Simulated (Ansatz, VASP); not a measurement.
# Two plane-wave programs on GaN

File POSCAR:

```
GaN
1.0
    3.2455799207      0.0000000000      0.0000000000
   -1.6227899604      2.8107546614      0.0000000000
    0.0000000000      0.0000000000      5.2852907356
Ga N
2 2
Direct
    0.3333333333      0.6666666667     -0.0008868111
    0.6666666667      0.3333333333      0.4991131889
    0.3333333333      0.6666666667      0.3758868111
    0.6666666667      0.3333333333      0.8758868111
```

Contents of INCAR.step1:

```
SYSTEM = GaN
  PREC = Accurate
  ENCUT = 910
  ISMEAR = 0
  SIGMA = 0.01
  LREAL = .False.
  LASPH = .True.
  NELM = 120
  NBANDS = 26
  GGA = PE
  ALGO = Normal
  EDIFF = 1E-5
  LWAVE = .True.
  LCHARG = .False.
  GGA_COMPAT = .False.
```

File INCAR.step2:

```
SYSTEM = GaN
  PREC = Accurate
  ENCUT = 910
  EDIFF = 1E-6
  ISMEAR = 0
  SIGMA = 0.01
  LREAL = .False.
  LASPH = .True.
  NELM = 120
  ALGO = Normal
  ISIF = 2
  LWAVE = .False.
  LCHARG = .False.
  METAGGA = R2SCAN
  LMIXTAU = .True.
  NBANDS = 26
  ISTART = 1
  GGA_COMPAT = .False.
```

Contents of KPOINTS:

```
regular mesh
0
Gamma
  9 9 4
  0 0 0
```

Input for Ansatz:

```yaml
crystal:
  lattice:
    - [3.2455799207, 0.0, 0.0]
    - [-1.6227899604, 2.8107546614, 0.0]
    - [0.0, 0.0, 5.2852907356]
  atoms:
    - { symbol: Ga, position: [0.3333333333, 0.6666666667, -0.0008868111] }
    - { symbol: Ga, position: [0.6666666667, 0.3333333333, 0.4991131889] }
    - { symbol: "N", position: [0.3333333333, 0.6666666667, 0.3758868111] }
    - { symbol: "N", position: [0.6666666667, 0.3333333333, 0.8758868111] }
kpoints:
  mp_grid: { grid: [9, 9, 4] }
hamiltonian:
  xc: r2scan
scf:
  occupations: { method: fixed }
  n_extra_bands: 5
output:
  forces: true
  stress: true
  eigenvalues: true
```

Alike in both runs: task single point; functional r2SCAN; k mesh 9 × 9 × 4; no spin polarisation.

```csv
,VASP,Ansatz
version,VASP 6.6.1,Ansatz 0.2.0
potentials or method,"VASP PAW PBE potentials, release 64 (Ga_d, N_h)","plane waves, PAW"
plane-wave cutoff (eV),910,500
occupations,"gaussian, width 0.01 eV",fixed
valence electrons in the cell,36,36
```

```tsv
	VASP	Ansatz	Ansatz less VASP
gap on the k mesh at the Fermi level (eV)	1.94	1.94	+0.007
rms of the force components (eV/Å)	0.004	0.005	+0.0012
```

VASP's potentials were made for PBE, not for r2SCAN. Atom by atom the forces differ by 0.001 eV/Å (rms over components).

Noted on VASP's run: the cutoff is short for stress, so the pressure is rough.
